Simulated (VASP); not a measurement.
# CoSi (WC type) (P-6m2) in VASP: further runs, part 2 of 2

VASP 6.6.1.

### Step 3. Relaxation of cell and atoms, PBE, target pressure 120 GPa, at which the enthalpy is minimised

This run uses another cell than the first one, of 8.88 Å³/atom.

The input, INCAR:

```
PREC = Accurate
ENCUT = 600
EDIFF = 1E-6
ISMEAR = -1
SIGMA = 0.1
LREAL = F
LASPH = T
NELM = 60
ALGO = Normal
ISIF = 3
LWAVE = F
LCHARG = F
GGA = PE
IBRION = 2
NSW = 60
EDIFFG = -0.005
PSTRESS = 1200.0
```

The input, KPOINTS:

```
Automatic mesh
0
Gamma
  16 16 15
```

The input, POSCAR:

```
CoSi
1.0
    2.7557616965      0.0000000000      0.0000000000
   -1.3778808482      2.3865596359      0.0000000000
    0.0000000000      0.0000000000      2.7006464625
Co Si
1 1
Direct
    0.0000000000      0.0000000000      0.0000000000
    0.3333333333      0.6666666667      0.5000000000
```

Potentials or basis: VASP PAW PBE potentials, release 64 (Co, Si).

Command:

```sh
$ cat potpaw_PBE.64/Co/POTCAR potpaw_PBE.64/Si/POTCAR > POTCAR
$ mpirun -np 1 vasp_std > vasp.out
```

OUTCAR:

```text
PREC = Accurate
   ENCUT = 600
   EDIFF = 1E-6
   ISMEAR = -1
   LREAL = F
   LASPH = T
   NELM = 60
   ISIF = 3
   GGA = PE
   IBRION = 2
   NSW = 60
   EDIFFG = -0.005
   PSTRESS = 1200.0

 ion  position               nearest neighbor table
   1  0.000  0.000  0.000-   2 2.09   2 2.09   2 2.09   2 2.09   2 2.09   2 2.09
   2  0.333  0.667  0.500-   1 2.09   1 2.09   1 2.09   1 2.09   1 2.09   1 2.09

  LATTYP: Found a hexagonal cell.
 ALAT       =     2.7557616965
 C/A-ratio  =     0.9800000000

  Lattice vectors:

 A1 = (   2.7557616965,   0.0000000000,   0.0000000000)
 A2 = (  -1.3778808482,   2.3865596359,   0.0000000000)
 A3 = (   0.0000000000,   0.0000000000,   2.7006464625)

Analysis of symmetry for initial positions (statically):
=====================================================================
 Subroutine PRICEL returns:
 Original cell was already a primitive cell.

 Routine SETGRP: Setting up the symmetry group for a
 hexagonal supercell.

 Subroutine GETGRP returns: Found 12 space group operations
 (whereof 12 operations were pure point group operations)
 out of a pool of 24 trial point group operations.

The static configuration has the point symmetry D_3h.

Analysis of symmetry for dynamics (positions and initial velocities):
=====================================================================
 Subroutine PRICEL returns:
 Original cell was already a primitive cell.

 Routine SETGRP: Setting up the symmetry group for a
 hexagonal supercell.

 Subroutine GETGRP returns: Found 12 space group operations
 (whereof 12 operations were pure point group operations)
 out of a pool of 24 trial point group operations.

The dynamic configuration has the point symmetry D_3h.

 Subroutine INISYM returns: Found 12 space group operations
 (whereof 12 operations are pure point group operations),
 and found     1 'primitive' translations

----------------------------------------------------------------------------------------

                                     Primitive cell

  volume of cell :      17.7616

  direct lattice vectors                    reciprocal lattice vectors
     2.755761697  0.000000000  0.000000000     0.362876079  0.209506602  0.000000000
    -1.377880848  2.386559636  0.000000000     0.000000000  0.419013204  0.000000000
     0.000000000  0.000000000  2.700646462     0.000000000  0.000000000  0.370281714

  length of vectors
     2.755761697  2.755761696  2.700646462     0.419013204  0.419013204  0.370281714

  position of ions in fractional coordinates (direct lattice)
     0.000000000  0.000000000  0.000000000
     0.333333333  0.666666667  0.500000000

  ion indices of the primitive-cell ions
   primitive index   ion index
                 1           1
                 2           2

----------------------------------------------------------------------------------------

 KPOINTS: Automatic mesh

Automatic generation of k-mesh.
 Grid dimensions read from file:
 generate k-points for:   16   16   15
[... 58 lines left out ...]
   ISPIN  =      1    spin polarized calculation?
   LNONCOLLINEAR =      F non collinear calculations
   LSORBIT =      F    spin-orbit coupling
   LASPH  =      T    aspherical Exc in radial PAW
   ENCUT  =  600.0 eV  44.10 Ry    6.64 a.u.   5.50  5.50  5.39*2*pi/ulx,y,z
   NELM   =     60;   NELMIN=  2; NELMDL= -5     # of ELM steps
   EDIFF  = 0.1E-05   stopping-criterion for ELM
   LREAL  =      F    real-space projection
   EDIFFG = -.5E-02   stopping-criterion for IOM
   NSW    =     60    number of steps for IOM
   IBRION =      2    ionic relax: 0-MD 1-quasi-New 2-CG
   NFREE  =      1    steps in history (QN), initial steepest desc. (CG)
   ISIF   =      3    stress and relaxation
   ISYM   =      2    0-nonsym 1-usesym 2-fastsym
   POTIM  = 0.5000    time-step for ionic-motion
   TEBEG  =    0.0;   TEEND  =   0.0 temperature during run
   PSTRESS= 1200.0 pullay stress
   NELECT =      13.0000    total number of electrons
   NUPDOWN=      -1.0000    fix difference up-down
   EMIN   =  10.00;   EMAX   =-10.00  energy-range for DOS
   EFERMI =   0.00;   METHOD = LEGACY
   ISMEAR =    -1;   SIGMA  =   0.10  broadening in eV -4-tet -1-fermi 0-gaus
   EFERMI_NEDOS =   21; number of points for ismear=-14 and -15
   IALGO  =     38    algorithm
   IMIX   =      4    mixing-type and parameters
     AMIX     =   0.40;   BMIX     =  1.00
     AMIX_MAG =   1.60;   BMIX_MAG =  1.00
  volume/ion in A,a.u.               =       8.88        59.93
  Fermi-wavevector in a.u.,A,eV,Ry     =   1.475351  2.788009 29.615269  2.176661
  Thomas-Fermi vector in A             =   2.590011
   LORBIT       =      0    0 simple, 1 ext, 2 COOP (PROOUT), +10 PAW based schemes
   GGA     = PE    functional components
   LHFCALC =     F    Hartree Fock is set to
   AEXX    =    0.0000 exact exchange contribution
   IVDW    =     0    specifies the selected vdW correction
   LEPSILON=     F    determine dielectric tensor
   LRPA    =     F    only Hartree local field effects (RPA)
 conjugate gradient relaxation of ions
 non-spin polarized calculation
  energy-cutoff  :      600.00
  volume of cell :       17.76
 maximum number of plane-waves:       617
 NGX is ok and might be reduce to    24
   NGX = 11   NGY = 11   NGZ = 11

--------------------------------------- Ionic step        1  -------------------------------------------

 number of electron      13.0000000 magnetization

 Free energy of the ion-electron system (eV)
  ---------------------------------------------------
  ext. energy  EPLUGINS =         0.00000000
  ---------------------------------------------------
  free energy    TOTEN  =       -11.33458730 eV

  energy without entropy =      -11.29703521  energy(sigma->0) =      -11.31581126

------------------------ aborting loop because EDIFF is reached ----------------------------------------

  FORCE on cell =-STRESS in cart. coord.  units (eV):
  Direction    XX          YY          ZZ          XY          YZ          ZX
  --------------------------------------------------------------------------------------
  -------------------------------------------------------------------------------------
  Total       11.2925092     11.2925092     14.4734909      0.0000000     -0.0000000      0.0000000
  in kB     1018.6367766   1018.6367766   1305.5760894      0.0000000     -0.0000000      0.0000000
  external PRESSURE =     -85.7167858 kB  Pullay stress =    1200.0000000 kB
[... 97 lines left out ...]
  energy  without entropy=       -9.9728769800  energy(sigma->0) =       -9.98504944

  enthalpy is  TOTEN    =         1.7775901678 eV   P V=       11.7748120694

[... ionic steps 4 to 15 ...]

--------------------------------------- Ionic step       16  -------------------------------------------

 number of electron      13.0000004 magnetization

------------------------ aborting loop because EDIFF is reached ----------------------------------------
[... 71 lines left out ...]
--------------------------------------- Ionic step       18  -------------------------------------------

 number of electron      13.0000003 magnetization

 Free energy of the ion-electron system (eV)
  ---------------------------------------------------
  ext. energy  EPLUGINS =         0.00000000
  ---------------------------------------------------
  free energy    TOTEN  =       -11.53920662 eV

  energy without entropy =      -11.50128574  energy(sigma->0) =      -11.52024618

 E-fermi :  17.2445     XC(G=0): -14.3175

 val. band max:       17.2357986170   @ k =   0.4375   0.1250   0.2667
 cond. band min:      17.2484192898   @ k =   0.3125   0.1250   0.4667
 fundamental gap:      0.0126206728
 Fermi energy:        17.2445401546

 k-point     1 :       0.0000    0.0000    0.0000
  band No.  band energies     occupation
      1       0.3405      2.00000
      2      11.0120      2.00000
      3      12.8983      2.00000
      4      14.5820      2.00000
      5      14.5820      2.00000
      6      15.7074      2.00000
      7      15.7074      2.00000
      8      21.2300      0.00000
      9      30.1825      0.00000
     10      30.1825      0.00000
[... 287 lines left out ...]
 k-point    24 :       0.2500    0.1875    0.0000
  band No.  band energies     occupation
      1       5.0207      2.00000
      2      11.7228      2.00000
      3      11.8527      2.00000
      4      12.4847      2.00000
      5      14.4150      2.00000
      6      16.3899      1.99961
      7      18.9087      0.00000
      8      20.1090      0.00000
      9      20.6498      0.00000
     10      24.2215      0.00000

 [... further k-points ...]

------------------------ aborting loop because EDIFF is reached ----------------------------------------

  FORCE on cell =-STRESS in cart. coord.  units (eV):
  Direction    XX          YY          ZZ          XY          YZ          ZX
  --------------------------------------------------------------------------------------
  -------------------------------------------------------------------------------------
  Total       12.3849646     12.3849646     12.3872015      0.0000000     -0.0000000      0.0000000
  in kB     1199.0692640   1199.0692638   1199.2858384      0.0000001     -0.0000000      0.0000000
  external PRESSURE =      -0.8585446 kB  Pullay stress =    1200.0000000 kB
[... 21 lines left out ...]
  energy  without entropy=      -11.5012857395  energy(sigma->0) =      -11.52024618

  enthalpy is  TOTEN    =         0.8553713725 eV   P V=       12.3945779908

 reached required accuracy - stopping structural energy minimisation
```

OSZICAR:

```text
N       E                     dE             d eps       ncg     rms          rms(c)
DAV:   1     0.558812913849E+02    0.55881E+02   -0.65763E+03  4808   0.162E+03
DAV:   2    -0.102165974204E+02   -0.66098E+02   -0.62938E+02  4822   0.248E+02
DAV:   3    -0.123649357810E+02   -0.21483E+01   -0.21235E+01  5668   0.551E+01
DAV:   4    -0.124060899328E+02   -0.41154E-01   -0.41112E-01  5914   0.713E+00
[... 152 lines left out ...]
DAV:   1    -0.115392496849E+02   -0.44008E-02   -0.17321E-03  5222   0.506E-01    0.530E-02
DAV:   2    -0.115392382518E+02    0.11433E-04   -0.39941E-04  5634   0.358E-01    0.383E-02
DAV:   3    -0.115392129654E+02    0.25286E-04   -0.19838E-04  5542   0.267E-01    0.209E-02
DAV:   4    -0.115392066422E+02    0.63231E-05   -0.12527E-05  5408   0.499E-02    0.274E-03
DAV:   5    -0.115392066183E+02    0.23921E-07   -0.32586E-07  2462   0.816E-03
  18 F= 0.85537137E+00 E0= 0.87433181E+00  d E =-.750179E-03
```

Wall time 8.4 min (1 thread of Intel Xeon 8259CL, shared host); peak memory 0.22 GiB.

What came out:

```yaml
Free_energy: -11.5392 eV
Relaxed_volume: 8.27 Å³/atom
Relaxed_cell: a = 2.395 Å, b = 2.395 Å, c = 3.330 Å, α = 90.00°, β = 90.00°, γ = 120.00°
Space_group_after_relaxing_to_0.1_Å: P-6m2 (No. 187)
Energy_change_on_relaxing_the_run_minimises_the_enthalpy: -102.3 meV/atom
Ionic_steps: 18
Pressure_after_relaxing: 119.9 GPa
Band_gap_on_the_k_mesh: zero (an odd number of electrons rules out a gap without spin polarisation)
```

The path:
| step | energy change (eV) | largest force (eV/Å) | pressure (GPa) | volume (Å³) |
| --- | --- | --- | --- | --- |
| 1 | 0.0000 | 0.0000 | 111.43 | 17.76 |
| 2 | 0.7458 | 0.0000 | 151.70 | 16.53 |
| 3 | 1.3374 | 0.0000 | 185.37 | 15.72 |
| 4 | 1.3547 | 0.0000 | 186.81 | 15.68 |
| 5 | 1.4093 | 0.0000 | 191.45 | 15.56 |
| 6 | 1.5362 | 0.0000 | 201.54 | 15.31 |
| 7 | 1.8971 | 0.0000 | 225.74 | 14.79 |
| 8 | 1.7215 | 0.0000 | 218.41 | 14.86 |
| 9 | 1.2997 | 0.0000 | 199.09 | 15.05 |
| 10 | 0.9132 | 0.0000 | 171.48 | 15.37 |
| 11 | 0.9306 | 0.0000 | 174.27 | 15.34 |
| 12 | 0.6817 | 0.0000 | 162.82 | 15.56 |
| 13 | 0.0407 | 0.0000 | 132.48 | 16.24 |
| 14 | -0.1637 | 0.0000 | 122.46 | 16.50 |
| 15 | -0.1813 | 0.0000 | 121.57 | 16.52 |
| 16 | -0.1861 | 0.0000 | 121.25 | 16.52 |
| 17 | -0.2003 | 0.0000 | 120.24 | 16.54 |
| 18 | -0.2046 | 0.0000 | 119.91 | 16.55 |

Final structure:
```
Co Si
1.0
     2.39547    0.00000    0.00000
    -1.19773    2.07453    0.00000
     0.00000    0.00000    3.33005
Co Si
1 1
Cartesian
  -1.1977 2.0745 0.0000
  0.0000 1.3830 1.6650
```

Levels at points of the mesh, in eV from the Fermi level:
```
           k point  band 4  band 5  band 6  band 7  band 8  band 9  band 10
(0.00, 0.00, 0.00)   -2.66   -2.66   -1.54   -1.54    3.99   12.94    12.94
(0.50, 0.00, 0.00)   -5.19   -2.26    0.03    1.18    3.83    6.02     6.48
```

Caveat: the cell is relaxed towards a set pressure, so the run minimises the enthalpy, not the energy; a cell axis changed by over 15 % at a fixed basis, so the end point is rough; an odd number of electrons without spin polarisation forces a metal; a magnetic or distorted state may lie lower.
